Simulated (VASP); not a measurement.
Crystal: Hg.

```
CELL_PARAMETERS angstrom
-1.79341 1.79341 1.79341
1.79341 -1.79341 1.79341
1.79341 1.79341 -1.79341
ATOMIC_POSITIONS crystal
Hg 0.00000 0.00000 0.00000
```

```yaml
Program: VASP 6.6.1
Task: relaxation of cell and atoms
Functional: revPBE
Potentials_or_basis: VASP PAW PBE potentials, release 64 (Hg_sv_GW)
Cutoff: 500 eV
k_mesh: 12 × 12 × 12
Occupations: fermi-dirac, width 0.1 eV
Spin: no spin polarisation
```

At the start: pressure 7.1 GPa; volume 23.07 Å³/atom.

Problem. Where does the relaxation end?

Solution. Over 3 steps the energy falls by 76.3 meV/atom and the volume is 27.53 Å³/atom (+19.3 %); space group Im-3m (No. 229, to 0.1 Å) before and after.

Step by step:
```
step  energy change (eV)  largest force (eV/Å)  pressure (GPa)  volume (Å³)
   1              0.0000                0.0000            7.14        23.07
   2             -0.0749                0.0000            0.62        26.68
   3             -0.0763                0.0000           -0.05        27.53
```

Final structure:
```xyz
1
Lattice="-1.9021 1.9021 1.9021 1.9021 -1.9021 1.9021 1.9021 1.9021 -1.9021" Properties=species:S:1:pos:R:3 pbc="T T T"
Hg    0.0000    0.0000    0.0000
```

Caveat: the volume moved by over 15 % at a fixed basis, so the end points are rough; the PAW data sets were made with another functional, which shifts forces and pressure a little.
